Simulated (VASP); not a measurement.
Input of a VASP 6.6.1 run:

The input INCAR:

```
ALGO = Normal
EDIFF = 1E-7
ENCUT = 520
GGA = CA
ISIF = 2
ISMEAR = -1
LASPH = True
LCHARG = False
LREAL = False
LWAVE = False
NBANDS = 30
NELM = 60
PREC = Accurate
SIGMA = 0.03
```

File KPOINTS:

```
k-points
0
Gamma
  9 9 9
```

POSCAR

```
Pt3Pb
1.0
    4.0580000000     -0.0202900000     -0.0202900000
   -0.0202900000      4.0580000000     -0.0202900000
   -0.0202900000     -0.0202900000      4.0580000000
Pt Pb
3 1
Direct
    0.0000000000      0.5000000000      0.5000000000
    0.5000000000      0.0000000000      0.5000000000
    0.5000000000      0.5000000000      0.0000000000
    0.0000000000      0.0000000000      0.0000000000
```

Potentials or basis: VASP PAW LDA potentials, release 64 (Pt, Pb_d).

Run with:

```console
$ cat potpaw_LDA.64/Pt/POTCAR potpaw_LDA.64/Pb_d/POTCAR > POTCAR
$ mpirun -np 1 vasp_std > vasp.out
```

(1) What does it give for the band gap on the k mesh?

(2) Estimate the pressure.

Results:

(1) zero (bands 22 and 23 overlap by 0.38 eV).

(2) -2.2 GPa.

Caveat: the cell differs from its parent crystal (equal xy, yz and zx shear strains of -1 %); spin-orbit coupling is left out, which moves the levels of the heavy elements.
